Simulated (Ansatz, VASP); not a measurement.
Two plane-wave programs on Zr3H

```
Zr H
1.0
     3.12329    0.00000    0.00000
     0.00000    3.12329    0.00000
     0.00000    0.00000   21.17391
Zr H
3 1
Direct
  0.50000 0.50000 0.18891
  0.00000 0.00000 0.28748
  0.50000 0.50000 0.38604
  0.50000 0.50000 0.56598
```

Alike in both runs: task single point; functional LDA; k mesh 9 × 9 × 1; occupations gaussian, width 0.1 eV; no spin polarisation.

|  | VASP | Ansatz |
| --- | --- | --- |
| version | VASP 6.6.1 | Ansatz 0.2.0 |
| potentials or method | VASP PAW LDA potentials, release 64 (Zr_sv, H), cutoff 520 eV | scalar-relativistic, plane waves, PAW |
| valence electrons in the cell | 37 | 37 |

|  | VASP | Ansatz | Ansatz less VASP |
| --- | --- | --- | --- |
| gap on the k mesh at the Fermi level (eV) | none | none | - |
| rms of the force components (eV/Å) | 0.214 | 0.211 | -0.0028 |
| work function, face that differs most (eV) | 6.56 | 6.55 | -0.006 |

LDA's correlation is that of Perdew and Zunger in VASP and of Perdew and Wang (1992) in Ansatz. Atom by atom the forces differ by 0.005 eV/Å (rms over components). A gap of «none» marks a metal or a gap that the smearing closes. Ansatz's warnings: vacuum density over bound, xc potential rough in thin density.
